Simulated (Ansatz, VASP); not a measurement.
## CdSe, level by level in two programs

```xyz
2
Lattice="0.0000 3.0906 3.0906 3.0906 0.0000 3.0906 3.0906 3.0906 0.0000" Properties=species:S:1:pos:R:3 pbc="T T T"
Cd    0.0000    0.0000    0.0000
Se    1.5453    1.5453    1.5453
```

Single points on this cell with VASP 6.6.1 and Ansatz 0.2.0. Each row is one pair of runs. Alike in all rows: smearing: fermi-dirac, width 0.05 eV; VASP's potentials, cutoff: VASP PAW PBE potentials, release 64 (Cd, Se), 520 eV.

```csv
level,spin,k mesh,"Ansatz's potentials, cutoff","pressure (GPa), VASP","pressure (GPa), Ansatz"
BHLYP,off,4 × 4 × 4,"Ansatz PAW, 420 eV",0.3,?
r2SCAN0,off,4 × 4 × 4,"Ansatz PAW, 500 eV",-1.6,-1.6
PBE,"non-collinear, zero start, SOC",8 × 8 × 8,"Ansatz PAW, 420 eV",0.6,0.3
```

Task: Fill in what Ansatz gave in row 1.

Result: Pressure (GPa): 0.4.

VASP's potentials hold 18 valence electrons a cell and Ansatz's 36, so a difference there can come from the potentials and not from the codes.

The k mesh is coarse in some rows, so the values compare programs but aren't converged.
